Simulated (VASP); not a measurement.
Input of a VASP 6.6.1 run:

File INCAR:

```
ALGO = Normal ; EDIFF = 1E-6
ENCUT = 520 ; GGA = PS
ISIF = 2 ; ISMEAR = -1
IVDW = 13 ; LASPH = T
LCHARG = F ; LREAL = F
LWAVE = F ; NBANDS = 28
NELM = 100 ; PREC = Accurate
SIGMA = 0.15
```

File KPOINTS:

```
k-points
0
Gamma
  6 6 6
```

POSCAR

```
Ti3Al
1.0
    0.0000000000      3.2425178928      3.2425178928
    3.2425178928      0.0000000000      3.2425178928
    3.2425178928      3.2425178928      0.0000000000
Ti Al
3 1
Direct
    0.7500000000      0.7500000000      0.7500000000
    0.2500000000      0.2500000000      0.2500000000
    0.0000000000      0.0000000000      0.0000000000
    0.5000000000      0.5000000000      0.5000000000
```

Potentials or basis: VASP PAW PBE potentials, release 64 (Ti_sv, Al).

Command:

```bash
$ cat potpaw_PBE.64/Ti_sv/POTCAR potpaw_PBE.64/Al/POTCAR > POTCAR
$ mpirun -np 1 vasp_std > vasp.out
```

Task: Predict the dispersion energy per atom.

Result: -0.138 eV.

Task: Estimate the pressure.

Result: -6.5 GPa.

Caveat: the PAW data sets were made with another functional, which shifts forces and pressure a little; pairwise dispersion overbinds metals, which lowers pressure and volume.
